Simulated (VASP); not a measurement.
LaS2: single point with LDA

LaS2:

```
CELL_PARAMETERS angstrom
4.04634 0.00000 0.00000
0.00000 4.04634 0.00000
0.00000 0.00000 8.31768
ATOMIC_POSITIONS crystal
La 0.00000 0.50000 0.72423
La 0.50000 0.00000 0.27577
S 0.00000 0.50000 0.36397
S 0.50000 0.00000 0.63603
S 0.00000 0.00000 0.00000
S 0.50000 0.50000 0.00000
```

```yaml
Program: VASP 6.6.1
Task: single point
Functional: LDA
Potentials_or_basis: VASP PAW LDA potentials, release 64 (La, S)
Cutoff: 500 eV
k_mesh: 5 × 5 × 3
Occupations: gaussian, width 0.01 eV
Spin: no spin polarisation
Dipole_correction: no
Further_INCAR_settings: ALGO = Normal; EDIFF = 1e-06; NBANDS = 32
```

```yaml
Pressure: -5.4 GPa
Largest_force: 0.089 eV/Å
Band_gap_on_the_k_mesh: zero (bands 23 and 24 overlap by 2.18 eV)
```

Forces on the atoms (eV/Å):
```
La   0.000  0.000  0.089
La   0.000  0.000 -0.089
S    0.000  0.000  0.014
S    0.000  0.000 -0.014
S    0.000  0.000  0.000
S    0.000  0.000  0.000
```

Stress tensor (GPa, compression positive):
```
-5.33  0.00  0.00
 0.00 -5.33  0.00
 0.00  0.00 -5.62
```

Levels at points of the mesh, in eV from the Fermi level:
```
           k point  band 19  band 20  band 21  band 22  band 23  band 24  band 25  band 26  band 27  band 28
(0.00, 0.00, 0.00)    -2.15    -1.32    -1.32    -0.50     0.14     0.77     0.77     1.76     2.18     2.31
```

Wall time 2 min on 1 thread of Intel Xeon 8259CL (shared host), peak memory 0.21 GiB.

Caveat: the cell stands under tension; spin-orbit coupling is left out, which moves the levels of the heavy elements.
